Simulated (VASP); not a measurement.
Set up this calculation in VASP 6.6.1, as the native input.

- Task: single point
- Functional: PBE
- Potentials or basis: VASP PAW PBE potentials, release 64 (Bi_d)
- Cutoff: 520 eV
- k mesh: 12 × 12 × 12
- Occupations: gaussian, width 0.15 eV
- Spin: no spin polarisation
- Dipole correction: no
- Further INCAR settings: ALGO = Fast; EDIFF = 1e-07; NBANDS = 22

The structure of Bi lies in POSCAR:

```
Bi
1.0
    2.2389046832      1.2926322216      3.8946900000
   -2.2389046832      1.2926322216      3.8946900000
    0.0000000000     -2.5852644431      3.8946900000
Bi
2
Direct
    0.2338900000      0.2338900000      0.2338900000
    0.7661100000      0.7661100000      0.7661100000
```

This cell differs from its parent crystal: strain -0.015 along x and y, -0.015 along z.

One way to write it, as run:

INCAR

```
SYSTEM = Bi
PREC = Accurate
ENCUT = 520
EDIFF = 1E-7
ISMEAR = 0
SIGMA = 0.15
LREAL = .FALSE.
LASPH = .TRUE.
NELM = 80
ALGO = Fast
ISIF = 2
LWAVE = .FALSE.
LCHARG = .TRUE.
GGA = PE
LELF = .TRUE.
LVHAR = .TRUE.
NBANDS = 22
```

KPOINTS

```
Automatic mesh
0
G
  12 12 12
  0 0 0
```

Potentials or basis: VASP PAW PBE potentials, release 64 (Bi_d).

Run with:

```sh
$ cat potpaw_PBE.64/Bi_d/POTCAR > POTCAR
$ mpirun -np 1 vasp_std > vasp.out
```

It gave:

```yaml
Pressure: 4.3 GPa
Largest_force: 0.425 eV/Å
Band_gap_on_the_k_mesh: zero (bands 15 and 16 overlap by 0.21 eV)
```

Caveat: the cell differs from its parent crystal (strain -0.015 along x and y, -0.015 along z); the cell stands under pressure; spin-orbit coupling is left out, which moves the levels of the heavy elements.

Wall time 3.1 min on 1 thread of Intel(R) Xeon(R) Platinum 8488C (Sapphire Rapids) (shared host), peak memory 0.35 GiB.
